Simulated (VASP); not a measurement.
# PbSe (P1) in VASP: single point with PBEsol

Aim: the single point of PbSe with PBEsol.

All numbers are computed with VASP 6.6.1; they aren't measurements. Logs are shortened: lines on timing, memory, paths and dates and some standing lists are left out, and cuts for length are marked.

### 1 The cell of the first run

The typed cell holds 16 atoms: a = 9.682 Å, b = 9.682 Å, c = 9.682 Å, α = 60.00°, β = 60.00°, γ = 60.00°.

### 2 Single point, PBEsol

The input, INCAR:

```
PREC = Accurate ; ENCUT = 520
EDIFF = 1E-6 ; ISMEAR = -1
SIGMA = 0.069 ; LREAL = Auto
LASPH = True ; NELM = 100
ALGO = Normal ; ISIF = 2
LWAVE = False ; LCHARG = False
GGA = PS ; NBANDS = 94
```

The input, KPOINTS:

```
Automatic mesh
0
Gamma
  2 2 2
```

The input, POSCAR:

```
PbSe
1.0
    0.0000000000      6.8464082621      6.8464082621
    6.8464082621      0.0000000000      6.8464082621
    6.8464082621      6.8464082621      0.0000000000
Pb Se
8 8
Direct
    0.0002688271      0.0093467257     -0.0074715819
    0.0015757898      0.0028288555      0.4880308582
    0.0018270894      0.4892613575      0.0085999838
   -0.0053037299      0.4892221398      0.5127676244
    0.5076603479     -0.0097534353     -0.0001596458
    0.5018677485      0.0010521575      0.4927965688
    0.4990001866      0.5211418693     -0.0181118325
    0.5059885224      0.5075483183      0.5015965844
    0.1356683628      0.1178238237      0.1266385186
    0.1173991485      0.1047865498      0.6483220588
    0.1129181858      0.6348223526      0.1194594258
    0.1078805078      0.6180783906      0.6448854393
    0.6100097803      0.1210621640      0.1342962565
    0.6277076732      0.1190856532      0.6297922699
    0.6170125763      0.6048419611      0.1548398751
    0.6375976765      0.6515619328      0.5993605469
```

Potentials or basis: VASP PAW PBE potentials, release 64 (Pb_d, Se).

Launch:

```bash
cat potpaw_PBE.64/Pb_d/POTCAR potpaw_PBE.64/Se/POTCAR > POTCAR
mpirun -np 1 vasp_std > vasp.out
```

OUTCAR:

```text
PREC = Accurate
   ENCUT = 520
   EDIFF = 1E-6
   ISMEAR = -1
   LREAL = Auto
   LASPH = True
   NELM = 100
   ISIF = 2
   GGA = PS

 ion  position               nearest neighbor table
   1  0.000  0.009  0.993-  10 2.73  11 2.96   9 2.99  13 3.09
   2  0.002  0.003  0.488-   9 2.86  14 2.96  10 3.00  12 3.05
   3  0.002  0.489  0.009-  12 2.88  11 2.91   9 2.94  15 3.05
   4  0.995  0.489  0.513-  16 2.85  12 2.96  10 3.04  11 3.11
   5  0.508  0.990  1.000-  13 2.91  14 2.93   9 2.94  15 3.06
   6  0.502  0.001  0.493-  16 2.77  13 2.84  14 3.01  10 3.05
[... 8 lines left out ...]
  15  0.617  0.605  0.155-   8 2.75   7 2.99   3 3.05   5 3.06
  16  0.638  0.652  0.599-   6 2.77   4 2.85   8 2.96   7 3.03

  LATTYP: Found a face centered cubic cell.
 ALAT       =    13.6928165242

  Lattice vectors:

 A1 = (   0.0000000000,   6.8464082621,   6.8464082621)
 A2 = (   6.8464082621,   0.0000000000,   6.8464082621)
 A3 = (   6.8464082621,   6.8464082621,   0.0000000000)

Analysis of symmetry for initial positions (statically):
=====================================================================
 Subroutine PRICEL returns:
 Original cell was already a primitive cell.

 Routine SETGRP: Setting up the symmetry group for a
 face centered cubic supercell.

 Subroutine GETGRP returns: Found  1 space group operations
 (whereof  1 operations were pure point group operations)
 out of a pool of 48 trial point group operations.

The static configuration has the point symmetry C_1 .

Analysis of symmetry for dynamics (positions and initial velocities):
=====================================================================
 Subroutine PRICEL returns:
 Original cell was already a primitive cell.

 Routine SETGRP: Setting up the symmetry group for a
 face centered cubic supercell.

 Subroutine GETGRP returns: Found  1 space group operations
 (whereof  1 operations were pure point group operations)
 out of a pool of 48 trial point group operations.

The dynamic configuration has the point symmetry C_1 .

 Subroutine INISYM returns: Found  1 space group operations
 (whereof  1 operations are pure point group operations),
 and found     1 'primitive' translations

----------------------------------------------------------------------------------------

                                     Primitive cell

  volume of cell :     641.8276

  direct lattice vectors                    reciprocal lattice vectors
     0.000000000  6.846408262  6.846408262    -0.073030994  0.073030994  0.073030994
     6.846408262  0.000000000  6.846408262     0.073030994 -0.073030994  0.073030994
     6.846408262  6.846408262  0.000000000     0.073030994  0.073030994 -0.073030994

  length of vectors
     9.682283418  9.682283418  9.682283418     0.126493392  0.126493392  0.126493392

  position of ions in fractional coordinates (direct lattice)
     0.000268827  0.009346726  0.992528418
     0.001575790  0.002828855  0.488030858
     0.001827089  0.489261357  0.008599984
     0.994696270  0.489222140  0.512767624
     0.507660348  0.990246565  0.999840354
     0.501867748  0.001052157  0.492796569
[... 8 lines left out ...]
     0.617012576  0.604841961  0.154839875
     0.637597677  0.651561933  0.599360547

  ion indices of the primitive-cell ions
   primitive index   ion index
                 1           1
                 2           2
                 3           3
                 4           4
                 5           5
                 6           6
[... 8 lines left out ...]
                15          15
                16          16

----------------------------------------------------------------------------------------

 KPOINTS: Automatic mesh

Automatic generation of k-mesh.
 Grid dimensions read from file:
 generate k-points for:    2    2    2

 Generating k-lattice:

  Cartesian coordinates                     Fractional coordinates (reciprocal lattice)
    -0.036515497  0.036515497  0.036515497     0.500000000  0.000000000  0.000000000
     0.036515497 -0.036515497  0.036515497     0.000000000  0.500000000  0.000000000
     0.036515497  0.036515497 -0.036515497     0.000000000  0.000000000  0.500000000

  Length of vectors
     0.063246696  0.063246696  0.063246696

  Shift w.r.t. Gamma in fractional coordinates (k-lattice)
     0.000000000  0.000000000  0.000000000

 Subroutine IBZKPT returns following result:
 ===========================================

 Found      8 irreducible k-points:

 Following reciprocal coordinates:
            Coordinates               Weight
  0.000000  0.000000  0.000000      1.000000
  0.500000  0.000000  0.000000      1.000000
  0.000000  0.500000  0.000000      1.000000
  0.000000  0.000000  0.500000      1.000000
  0.500000  0.500000  0.500000      1.000000
  0.500000  0.500000  0.000000      1.000000
  0.000000  0.500000  0.500000      1.000000
  0.500000  0.000000  0.500000      1.000000
   k-points           NKPTS =      8   k-points in BZ     NKDIM =      8   number of bands    NBANDS=     94
   number of dos      NEDOS =    301   number of ions     NIONS =     16
   total plane-waves  NPLWV = 373248
   dimension x,y,z NGX =    72 NGY =   72 NGZ =   72
   dimension x,y,z NGXF=   144 NGYF=  144 NGZF=  144
   ions per type =               8   8
   NGX,Y,Z   is equivalent  to a cutoff of  12.36, 12.36, 12.36 a.u.
   NGXF,Y,Z  is equivalent  to a cutoff of  24.72, 24.72, 24.72 a.u.
 SYSTEM =  unknown system
   PREC   = accura    normal or accurate (medium, high low for compatibility)
   ISTART =      0    job   : 0-new  1-cont  2-samecut
   ICHARG =      2    charge: 1-file 2-atom 10-const
   ISPIN  =      1    spin polarized calculation?
   LNONCOLLINEAR =      F non collinear calculations
   LSORBIT =      F    spin-orbit coupling
   LASPH  =      T    aspherical Exc in radial PAW
   ENCUT  =  520.0 eV  38.22 Ry    6.18 a.u.  18.00 18.00 18.00*2*pi/ulx,y,z
   NELM   =    100;   NELMIN=  2; NELMDL= -5     # of ELM steps
   EDIFF  = 0.1E-05   stopping-criterion for ELM
   LREAL  =      T    real-space projection
   EDIFFG = 0.1E-04   stopping-criterion for IOM
   NSW    =      0    number of steps for IOM
[... 5 lines left out ...]
   TEBEG  =    0.0;   TEEND  =   0.0 temperature during run
   PSTRESS=    0.0 pullay stress
   NELECT =     160.0000    total number of electrons
   NUPDOWN=      -1.0000    fix difference up-down
   EMIN   =  10.00;   EMAX   =-10.00  energy-range for DOS
   EFERMI =   0.00;   METHOD = LEGACY
   ISMEAR =    -1;   SIGMA  =   0.07  broadening in eV -4-tet -1-fermi 0-gaus
   EFERMI_NEDOS =   21; number of points for ismear=-14 and -15
   IALGO  =     38    algorithm
   IMIX   =      4    mixing-type and parameters
     AMIX     =   0.40;   BMIX     =  1.00
     AMIX_MAG =   1.60;   BMIX_MAG =  1.00
  volume/ion in A,a.u.               =      40.11       270.70
  Fermi-wavevector in a.u.,A,eV,Ry     =   1.030328  1.947037 14.443606  1.061575
  Thomas-Fermi vector in A             =   2.164420
   LORBIT       =      0    0 simple, 1 ext, 2 COOP (PROOUT), +10 PAW based schemes
   GGA     = PS    functional components
   LHFCALC =     F    Hartree Fock is set to
   AEXX    =    0.0000 exact exchange contribution
   IVDW    =     0    specifies the selected vdW correction
   LEPSILON=     F    determine dielectric tensor
   LRPA    =     F    only Hartree local field effects (RPA)
 non-spin polarized calculation
  energy-cutoff  :      520.00
  volume of cell :      641.83
 maximum number of plane-waves:     17261
   NGX = 37   NGY = 37   NGZ = 37

 number of electron     160.0000001 magnetization

 Free energy of the ion-electron system (eV)
  ---------------------------------------------------
  ext. energy  EPLUGINS =         0.00000000
  ---------------------------------------------------
  free energy    TOTEN  =       -66.70332064 eV

  energy without entropy =      -66.68065645  energy(sigma->0) =      -66.69198854

 E-fermi :   2.4468     XC(G=0):  -7.9379

 val. band max:        2.2718189484   @ k =   0.5000   0.0000   0.5000
 cond. band min:       2.5553032900   @ k =   0.0000   0.0000   0.0000
 fundamental gap:      0.2834843415
 Fermi energy:         2.4467579804

 k-point     1 :       0.0000    0.0000    0.0000
  band No.  band energies     occupation
      1     -14.7986      2.00000
      2     -14.7968      2.00000
      3     -14.7857      2.00000
      4     -14.7706      2.00000
      5     -14.7646      2.00000
      6     -14.6363      2.00000
[... 84 lines left out ...]
     91       5.0599      0.00000
     92       5.1210      0.00000

 k-point     2 :       0.5000    0.0000    0.0000
  band No.  band energies     occupation
      1     -14.7984      2.00000
      2     -14.7967      2.00000
      3     -14.7851      2.00000
      4     -14.7704      2.00000
      5     -14.7644      2.00000
      6     -14.6347      2.00000
[... 84 lines left out ...]
     91       4.8513      0.00000
     92       4.8809      0.00000

 k-point     3 :       0.0000    0.5000    0.0000
  band No.  band energies     occupation
      1     -14.7983      2.00000
      2     -14.7964      2.00000
      3     -14.7854      2.00000
      4     -14.7706      2.00000
      5     -14.7645      2.00000
      6     -14.6349      2.00000
[... 84 lines left out ...]
     91       4.7691      0.00000
     92       5.0653      0.00000

 k-point     4 :       0.0000    0.0000    0.5000
  band No.  band energies     occupation
      1     -14.7980      2.00000
      2     -14.7964      2.00000
      3     -14.7851      2.00000
      4     -14.7704      2.00000
      5     -14.7643      2.00000
      6     -14.6373      2.00000
[... 84 lines left out ...]
     91       4.7677      0.00000
     92       4.8669      0.00000

 k-point     5 :       0.5000    0.5000    0.5000
  band No.  band energies     occupation
      1     -14.7980      2.00000
      2     -14.7963      2.00000
      3     -14.7855      2.00000
      4     -14.7704      2.00000
      5     -14.7644      2.00000
      6     -14.6359      2.00000
[... 84 lines left out ...]
     91       4.8066      0.00000
     92       5.0670      0.00000

 k-point     6 :       0.5000    0.5000    0.0000
  band No.  band energies     occupation
      1     -14.7983      2.00000
      2     -14.7964      2.00000
      3     -14.7851      2.00000
      4     -14.7704      2.00000
      5     -14.7644      2.00000
      6     -14.6356      2.00000
[... 84 lines left out ...]
     91       4.9634      0.00000
     92       5.0445      0.00000

 k-point     7 :       0.0000    0.5000    0.5000
  band No.  band energies     occupation
      1     -14.7980      2.00000
      2     -14.7963      2.00000
      3     -14.7851      2.00000
      4     -14.7704      2.00000
      5     -14.7643      2.00000
      6     -14.6360      2.00000
[... 84 lines left out ...]
     91       4.9739      0.00000
     92       5.0537      0.00000

 k-point     8 :       0.5000    0.0000    0.5000
  band No.  band energies     occupation
      1     -14.7979      2.00000
      2     -14.7963      2.00000
      3     -14.7853      2.00000
      4     -14.7704      2.00000
      5     -14.7644      2.00000
      6     -14.6350      2.00000
[... 84 lines left out ...]
     91       4.9661      0.00000
     92       5.0027      0.00000
 [bands above 92 left out]

------------------------ aborting loop because EDIFF is reached ----------------------------------------

  FORCE on cell =-STRESS in cart. coord.  units (eV):
  Direction    XX          YY          ZZ          XY          YZ          ZX
  --------------------------------------------------------------------------------------
  -------------------------------------------------------------------------------------
  Total       -3.0289886     -3.1425286     -3.5441291      1.7583990     -1.4561370     -1.0761606
  in kB       -7.5611847     -7.8446117     -8.8471163      4.3894453     -3.6349166     -2.6863916
  external PRESSURE =      -8.0843042 kB  Pullay stress =       0.0000000 kB

 VOLUME and BASIS-vectors are now :
 -----------------------------------------------------------------------------
  energy-cutoff  :      520.00
  volume of cell :      641.83
      direct lattice vectors                 reciprocal lattice vectors
     0.000000000  6.846408262  6.846408262    -0.073030994  0.073030994  0.073030994
     6.846408262  0.000000000  6.846408262     0.073030994 -0.073030994  0.073030994
     6.846408262  6.846408262  0.000000000     0.073030994  0.073030994 -0.073030994

 POSITION                                       TOTAL-FORCE (eV/Angst)
 -----------------------------------------------------------------------------------
      6.85925      6.79710      0.06583         0.399280      0.295765     -0.593710
      3.36063      3.35205      0.03016         0.226602      0.409718     -0.395963
      3.40856      0.07139      3.36219         0.120975     -0.075777     -0.097601
      6.86003     10.32071     10.15951        -0.267308      0.121244      0.434299
     13.62495     10.32097     10.25528         0.064532      0.056615     -0.104430
      3.38109      6.80988      3.44319         0.704690     -0.191734      0.235764
[... 8 lines left out ...]
      5.20109      5.28442      8.36531        -0.373353     -0.424668      0.210828
      8.56433      8.46872      8.82611        -0.124376      0.357578     -0.385246
 -----------------------------------------------------------------------------------
    total drift:                                0.013724      0.027953     -0.015213

  FREE ENERGIE OF THE ION-ELECTRON SYSTEM (eV)
  ---------------------------------------------------
  free  energy   TOTEN  =       -66.7033206371 eV

  energy  without entropy=      -66.6806564525  energy(sigma->0) =      -66.69198854
```

Run time: 15 min. Hardware: 1 thread of Intel Xeon Platinum 8259CL at 2.50GHz (Skylake/Cascade Lake), shared host; peak memory 0.87 GiB.

What came out:

```yaml
Free_energy: -66.7033 eV
Pressure: -0.8 GPa
Largest_force: 0.801 eV/Å
Band_gap_on_the_k_mesh: 0.28 eV (least direct gap 0.78 eV)
```

Forces in eV/Å, atoms in the order of the input:
```
Pb   0.399  0.296 -0.594
Pb   0.227  0.410 -0.396
Pb   0.121 -0.076 -0.098
Pb  -0.267  0.121  0.434
Pb   0.065  0.057 -0.104
Pb   0.705 -0.192  0.236
Pb   0.102  0.219 -0.487
Pb   0.169  0.146 -0.770
Se  -0.230 -0.061  0.286
Se  -0.392 -0.470  0.335
Se  -0.066  0.392  0.252
Se  -0.240 -0.178  0.241
Se  -0.053 -0.406  0.535
Se  -0.040 -0.190  0.304
Se  -0.373 -0.425  0.211
Se  -0.124  0.358 -0.385
```

Stress tensor (GPa, compression positive):
```
-0.76  0.44 -0.27
 0.44 -0.78 -0.36
-0.27 -0.36 -0.88
```

Caveat: the atoms stand as in a frame of molecular dynamics; the PAW data sets were made with another functional, which shifts forces and pressure a little; spin-orbit coupling is left out, which moves the levels of the heavy elements. A k mesh can miss the band edges.
